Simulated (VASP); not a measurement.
CsAsH4:

```
CELL_PARAMETERS angstrom
4.26492 0.00000 0.00000
0.00000 4.26492 0.00000
0.00000 0.00000 6.13766
ATOMIC_POSITIONS crystal
Cs 0.00000 0.00000 0.00000
As 0.50000 0.50000 0.50000
H 0.50000 0.00000 0.73275
H 0.00000 0.50000 0.26725
H 0.50000 0.00000 0.26725
H 0.00000 0.50000 0.73275
```

```yaml
Program: VASP 6.6.1
Task: relaxation of cell and atoms
Functional: PBEsol
Potentials_or_basis: VASP PAW PBE potentials, release 64 (Cs_sv, As, H)
Cutoff: 600 eV
k_mesh: 6 × 6 × 4
Occupations: fermi-dirac, width 0.03 eV
Spin: no spin polarisation
```

At the start: pressure -6.6 GPa; volume 18.61 Å³/atom.

Problem. How do energy, volume and symmetry change on relaxing?

Solution. Over 16 steps the energy falls by 421.8 meV/atom and the volume is 13.54 Å³/atom (-27.2 %); space group P4/mmm (No. 123, to 0.1 Å) before and after.

Step by step:
| step | energy change (eV) | largest force (eV/Å) | pressure (GPa) | volume (Å³) |
| --- | --- | --- | --- | --- |
| 1 | 0.0000 | 1.0661 | -6.64 | 111.64 |
| 2 | -0.6903 | 1.1034 | -5.57 | 99.64 |
| 3 | -1.6538 | 0.9027 | 5.89 | 68.82 |
| 4 | -2.0877 | 0.2781 | 7.11 | 67.41 |
| 5 | -2.1646 | 0.0983 | 8.31 | 66.56 |
| 6 | -2.5009 | 0.0659 | 1.37 | 76.50 |
| 7 | -2.5130 | 0.0893 | 0.35 | 78.57 |
| 8 | -2.5135 | 0.0927 | 0.14 | 79.03 |
| 9 | -2.5177 | 0.0770 | 0.06 | 79.47 |
| 10 | -2.5258 | 0.0532 | -0.14 | 80.81 |
| 11 | -2.5216 | 0.0317 | -0.86 | 83.49 |
| 12 | -2.5287 | 0.0439 | -0.28 | 81.59 |
| 13 | -2.5292 | 0.0229 | -0.51 | 82.36 |
| 14 | -2.5294 | 0.0348 | -0.39 | 82.04 |
| 15 | -2.5304 | 0.0148 | 0.30 | 80.78 |
| 16 | -2.5310 | 0.0049 | 0.03 | 81.26 |

Final structure:
```yaml
crystal:
  lattice:
    - [3.62167, 0.00000, 0.00000]
    - [0.00000, 3.62167, 0.00000]
    - [0.00000, 0.00000, 6.19503]
  atoms:
    - { symbol: Cs, position: [0.00000, 0.00000, 0.00000] }
    - { symbol: As, position: [0.50000, 0.50000, 0.50000] }
    - { symbol: H, position: [0.50000, 0.00000, 0.64809] }
    - { symbol: H, position: [0.00000, 0.50000, 0.35191] }
    - { symbol: H, position: [0.50000, 0.00000, 0.35191] }
    - { symbol: H, position: [0.00000, 0.50000, 0.64809] }
```

Caveat: the volume moved by over 15 % at a fixed basis, so the end points are rough; the PAW data sets were made with another functional, which shifts forces and pressure a little.
